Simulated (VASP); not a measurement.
Pb, 2 atoms in the cell. It takes space group Fd-3m (No. 227, cubic). Conventional cell: a = 6.952 Å, b = 6.952 Å, c = 6.952 Å, α = 90.00°, β = 90.00°, γ = 90.00°. Within 4.0 Å of Pb (site symmetry -43m) lie 4 Pb at 3.01 Å. This isn't the form of Pb at room conditions, which is fcc.

- Program: VASP 6.6.1
- Task: single point
- Functional: r2SCAN
- Potentials or basis: VASP PAW PBE potentials, release 64 (Pb_d)
- Cutoff: 520 eV
- k mesh: 14 × 14 × 14
- Occupations: gaussian, width 0.1 eV
- Spin: no spin polarisation
- Dipole correction: no
- Further INCAR settings: ALGO = Normal; EDIFF = 1e-06; NBANDS = 21

Potentials or basis: VASP PAW PBE potentials, release 64 (Pb_d).

The run is started by

```bash
$ cat potpaw_PBE.64/Pb_d/POTCAR > POTCAR
$ cp INCAR.step1 INCAR
$ mpirun -np 1 vasp_std > vasp.out
$ cp INCAR.step2 INCAR
$ mpirun -np 1 vasp_std > vasp.out
```

Hardware: 1 thread of Intel Xeon 8259CL, on a shared host.

**Question.** Estimate the wall time of this run.

**Answer.** Wall time 20 min on 1 thread of Intel Xeon 8259CL (shared host), peak memory 0.35 GiB. Counts: k points 104.
